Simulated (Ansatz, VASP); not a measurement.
## Rh in VASP and in Ansatz

The input POSCAR:

```
Rh
1.0
    0.0000000000      1.9585965000      1.8730267500
    1.9585965000      0.0000000000      1.8730267500
    1.9585965000      1.9585965000      0.0000000000
Rh
1
Direct
    0.0000000000      0.0000000000      0.0000000000
```

The input INCAR.step1:

```
ALGO     = Normal         # electronic algorithm
EDIFF    = 1E-4           # SCF threshold, eV
ENCUT    = 520            # plane-wave cutoff, eV
GGA      = PE             # functional
ISMEAR   = 0              # smearing method
LASPH    = T              # aspherical terms in the spheres
LCHARG   = F              # write CHGCAR
LREAL    = F              # projectors in reciprocal space
LWAVE    = T              # write WAVECAR
NBANDS   = 14             # bands
NELM     = 100            # most SCF steps
PREC     = Accurate       # precision mode
SIGMA    = 0.15           # smearing width, eV
```

Contents of INCAR.step2:

```
ALGO     = Normal         # electronic algorithm
EDIFF    = 1E-6           # SCF threshold, eV
ENCUT    = 520            # plane-wave cutoff, eV
ISIF     = 2              # what is computed and relaxed
ISMEAR   = 0              # smearing method
ISTART   = 1            
LASPH    = T              # aspherical terms in the spheres
LCHARG   = F              # write CHGCAR
LMIXTAU  = T            
LREAL    = F              # projectors in reciprocal space
LWAVE    = F              # write WAVECAR
METAGGA  = R2SCAN         # meta-GGA
NBANDS   = 14             # bands
NELM     = 100            # most SCF steps
PREC     = Accurate       # precision mode
SIGMA    = 0.15           # smearing width, eV
```

File KPOINTS:

```
k-points
0
Gamma
  22 22 22
```

Input for Ansatz:

```yaml
crystal:
  lattice:
    - [0.0, 1.9585965, 1.87302675]
    - [1.9585965, 0.0, 1.87302675]
    - [1.9585965, 1.9585965, 0.0]
  atoms:
    - { symbol: Rh, position: [0.0, 0.0, 0.0] }
basis:
  ecutwfc: 500
kpoints:
  mp_grid: { grid: [22, 22, 22] }
hamiltonian:
  xc: r2scan
scf:
  occupations: { method: gaussian, width: 0.15 }
output:
  forces: true
  stress: true
  eigenvalues: true
  write_density: true
  write_potential: true
  elf: true
  volumetric_format: npy
```

Change from the starting cell: strain +0.030 along x and y, -0.015 along z, atoms carried along.

Alike in both runs: task single point; functional r2SCAN; k mesh 22 × 22 × 22; occupations gaussian, width 0.15 eV; no spin polarisation.

|  | VASP | Ansatz |
| --- | --- | --- |
| version | VASP 6.6.1 | Ansatz 0.2.0 |
| potentials or method | VASP PAW PBE potentials, release 64 (Rh_pv), cutoff 520 eV | scalar-relativistic, plane waves, PAW |
| valence electrons in the cell | 15 | 17 |

Ansatz gave:

```
gap on the k mesh at the Fermi level (eV)                     : none
pressure (GPa)                                                : -11.3
traceless stress, the component that is largest in VASP (GPa) : 6.13
```

Question: Which values does VASP return?

Answer: gap on the k mesh at the Fermi level (eV): none; pressure (GPa): -10.3; traceless stress, the component that is largest in VASP (GPa): 6.16.

VASP's potentials were made for PBE, not for r2SCAN. A gap of «none» marks a metal or a gap that the smearing closes. With one functional, cell and mesh, what is left measures potentials, basis and numerics. VASP's potentials hold 15 valence electrons a cell and Ansatz's 17, so a difference there can come from the potentials and not from the codes.
